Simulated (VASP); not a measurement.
## YSi2Se2: single point with PBE

YSi2Se2:

```xyz
5
Lattice="0.0000 4.4668 0.0000 4.4668 0.0000 0.0000 2.2334 2.2334 -5.2679" Properties=species:S:1:pos:R:3 pbc="T T T"
Y     0.0000    0.0000    0.0000
Si    2.2334    2.2334   -1.3170
Si    4.4668    4.4668   -3.9509
Se    2.2334    4.4668   -2.6339
Se    4.4668    2.2334   -2.6339
```

```json
{
  "Program": "VASP 6.6.1",
  "Task": "single point",
  "Functional": "PBE",
  "Potentials or basis": "VASP PAW PBE potentials, release 64 (Y_sv, Si, Se)",
  "Cutoff": "520 eV",
  "k mesh": "8 × 8 × 8",
  "Occupations": "fermi-dirac, width 0.1 eV",
  "Spin": "no spin polarisation",
  "Dipole correction": "no",
  "k mesh for the DOS": "12 × 12 × 12",
  "Occupations for the DOS": "tetrahedron",
  "Further INCAR settings": "ALGO = Normal; EDIFF = 1e-06"
}
```

| Item | Value |
| --- | --- |
| Valence electrons inside the program's atomic spheres | Y 9.12; Si 1.53; Se 3.84 |

Levels at points of the mesh, in eV from the Fermi level:
```tsv
k point	band 11	band 12	band 13	band 14	band 15	band 16	band 17	band 18	band 19
(0.00, 0.00, 0.00)	-3.62	-2.62	-2.62	-2.19	-0.52	0.29	0.29	1.24	1.91
(0.50, 0.00, 0.00)	-4.75	-4.69	-3.63	-1.71	-0.77	0.54	1.81	1.88	1.93
(0.50, 0.50, 0.00)	-5.20	-2.03	-1.01	-0.24	-0.15	0.13	0.55	2.21	2.31
(0.00, 0.00, 0.50)	-3.19	-2.80	-2.69	-2.16	-2.16	-0.17	-0.17	0.13	1.46
```

Wall time 5.3 min on 1 thread of AMD EPYC 7R13 Processor (Zen 3), on a shared host, peak memory 0.49 GiB.
